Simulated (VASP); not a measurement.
# Hf (Im-3m) in VASP: a series of runs, part 2 of 2

VASP 6.6.1. Earlier steps stand in the parts before.

### 3 Single point, PBEsol

The input, INCAR:

```
PREC = Accurate
ENCUT = 520
EDIFF = 1E-6
ISMEAR = 0
SIGMA = 0.15
LREAL = F
LASPH = T
NELM = 100
ALGO = Fast
ISIF = 2
LWAVE = F
LCHARG = T
GGA = PS
LELF = T
LVHAR = T
NBANDS = 11
```

The input, KPOINTS:

```
Automatic mesh
0
Gamma
  20 20 20
```

The input, POSCAR:

```
Hf
1.0
   -1.8050000000      1.8050000000      1.8050000000
    1.8050000000     -1.8050000000      1.8050000000
    1.8050000000      1.8050000000     -1.8050000000
Hf
1
Direct
    0.0000000000      0.0000000000      0.0000000000
```

Potentials or basis: VASP PAW PBE potentials, release 64 (Hf_pv).

The run is started by

```sh
$ cat potpaw_PBE.64/Hf_pv/POTCAR > POTCAR
$ mpirun -np 1 vasp_std > vasp.out
```

OUTCAR:

```text
PREC = Accurate
   ENCUT = 520
   EDIFF = 1E-6
   ISMEAR = 0
   LREAL = F
   LASPH = T
   NELM = 100
   ISIF = 2
   GGA = PS

 ion  position               nearest neighbor table
   1  0.000  0.000  0.000-

  LATTYP: Found a body centered cubic cell.
 ALAT       =     3.6100000000

  Lattice vectors:

 A1 = (  -1.8050000000,   1.8050000000,   1.8050000000)
 A2 = (   1.8050000000,  -1.8050000000,   1.8050000000)
[... 514 lines left out ...]
      9       8.7500      0.00000
     10      16.0324      0.00000
     11      17.2216      0.00000

 [... further k-points ...]

------------------------ aborting loop because EDIFF is reached ----------------------------------------

  FORCE on cell =-STRESS in cart. coord.  units (eV):
  Direction    XX          YY          ZZ          XY          YZ          ZX
  --------------------------------------------------------------------------------------
  -------------------------------------------------------------------------------------
  Total       -1.3612803     -1.3612803     -1.3612803     -0.0000000      0.0000000     -0.0000000
  in kB      -92.7185277    -92.7185277    -92.7185277     -0.0000000      0.0000000     -0.0000000
  external PRESSURE =     -92.7185277 kB  Pullay stress =       0.0000000 kB

 VOLUME and BASIS-vectors are now :
 -----------------------------------------------------------------------------
  energy-cutoff  :      520.00
  volume of cell :       23.52
      direct lattice vectors                 reciprocal lattice vectors
    -1.805000000  1.805000000  1.805000000     0.000000000  0.277008310  0.277008310
     1.805000000 -1.805000000  1.805000000     0.277008310  0.000000000  0.277008310
     1.805000000  1.805000000 -1.805000000     0.277008310  0.277008310  0.000000000

 POSITION                                       TOTAL-FORCE (eV/Angst)
 -----------------------------------------------------------------------------------
      0.00000      0.00000      0.00000         0.000000      0.000000     -0.000000
 -----------------------------------------------------------------------------------
    total drift:                                0.000000     -0.000000     -0.000000

  FREE ENERGIE OF THE ION-ELECTRON SYSTEM (eV)
  ---------------------------------------------------
  free  energy   TOTEN  =       -10.2725741945 eV

  energy  without entropy=      -10.2487269852  energy(sigma->0) =      -10.26065059
```

OSZICAR:

```text
N       E                     dE             d eps       ncg     rms          rms(c)
DAV:   1     0.124385108098E+02    0.12439E+02   -0.57149E+03  5656   0.836E+02
DAV:   2    -0.102078838905E+02   -0.22646E+02   -0.21971E+02  7259   0.154E+02
DAV:   3    -0.106869955862E+02   -0.47911E+00   -0.47151E+00  7003   0.151E+01
DAV:   4    -0.106891361072E+02   -0.21405E-02   -0.21400E-02  6378   0.123E+00
DAV:   5    -0.106891495920E+02   -0.13485E-04   -0.13484E-04  7161   0.861E-02    0.442E+01
RMM:   6    -0.103730150109E+02    0.31613E+00   -0.20907E-01  5748   0.296E+00    0.248E+01
RMM:   7    -0.102758167547E+02    0.97198E-01   -0.36349E-01  6227   0.403E+00    0.115E+00
RMM:   8    -0.102723214777E+02    0.34953E-02   -0.23852E-02  6226   0.126E+00    0.320E-01
RMM:   9    -0.102725410545E+02   -0.21958E-03   -0.35348E-03  7268   0.474E-01    0.126E-01
RMM:  10    -0.102725813963E+02   -0.40342E-04   -0.56305E-04  7548   0.178E-01    0.910E-02
RMM:  11    -0.102725772664E+02    0.41299E-05   -0.75540E-05  6963   0.781E-02    0.874E-02
RMM:  12    -0.102725739612E+02    0.33052E-05   -0.16736E-05  7136   0.323E-02    0.117E-02
RMM:  13    -0.102725741945E+02   -0.23332E-06   -0.28895E-06  6350   0.130E-02
   1 F= -.10272574E+02 E0= -.10260651E+02  d E =-.238472E-01
```

stdout:

```text
POSCAR found type information on POSCAR Hf
 POSCAR found :  1 types and       1 ions
 scaLAPACK will be used
 -----------------------------------------------------------------------------
|                                                                             |
|                                                                             |
|     You enforced a specific xc type in the INCAR file but a different       |
|     I HOPE YOU KNOW WHAT YOU ARE DOING!                                     |
|                                                                             |
 -----------------------------------------------------------------------------

 LDA part: xc-table for (Slater+PW92), standard interpolation
 POSCAR, INCAR and KPOINTS ok, starting setup
 FFT: planning ... GRIDC
 FFT: planning ... GRID_SOFT
 FFT: planning ... GRID
 WAVECAR not read
 entering main loop
```

Run time: 20 s. Hardware: 1 thread of Intel Xeon 6975P-C (Granite Rapids), shared host; peak memory 0.19 GiB.

Results:

- Free energy: -10.2726 eV
- Pressure: -9.3 GPa
- Band gap on the k mesh: zero (band 5 reaches 5.55 eV, above the bottom of band 6 at 3.38 eV)

Levels at points of the mesh, in eV from the Fermi level:
```
           k point  band 3  band 4  band 5  band 6  band 7  band 8
(0.00, 0.00, 0.00)  -29.98   -6.88    1.47    1.47    1.47    4.12
(0.50, 0.00, 0.00)  -29.98   -3.23   -0.43    0.91    3.91    4.87
(0.50, 0.50, 0.50)  -30.47   -2.36   -2.36    6.40    6.40    6.40
```

Caveat: the PAW data sets were made with another functional, which shifts forces and pressure a little; spin-orbit coupling is left out, which moves the levels of the heavy elements.
